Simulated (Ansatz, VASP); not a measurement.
## Two plane-wave programs on MgS

```
CELL_PARAMETERS angstrom
0.00000 2.60165 2.60165
2.60165 0.00000 2.60165
2.60165 2.60165 0.00000
ATOMIC_POSITIONS crystal
S 0.50000 0.50000 0.50000
Mg 0.00000 0.00000 0.00000
```

Alike in both runs: task single point; functional PBE; k mesh 9 × 9 × 9; occupations gaussian, width 0.028 eV; no spin polarisation.

|  | VASP | Ansatz |
| --- | --- | --- |
| version | VASP 6.6.1 | Ansatz 0.2.0 |
| potentials or method | VASP PAW PBE potentials, release 64 (S, Mg) | Ansatz PAW |
| plane-wave cutoff (eV) | 520 | 420 |
| valence electrons in the cell | 8 | 16 |

Ansatz gave:

```
gap on the k mesh at the Fermi level (eV) : 2.92
least direct gap on the mesh (eV)         : 3.72
pressure (GPa)                            : 1.2
```

What did VASP give for the same quantities?

gap on the k mesh at the Fermi level (eV): 2.91; least direct gap on the mesh (eV): 3.71; pressure (GPa): 0.9.

VASP's potentials hold 8 valence electrons a cell and Ansatz's 16, so a difference there can come from the potentials and not from the codes.

Noted on Ansatz's run: odd divisions of the mesh miss points on the zone boundary, where band edges often lie, so the gap on the mesh can be too wide.
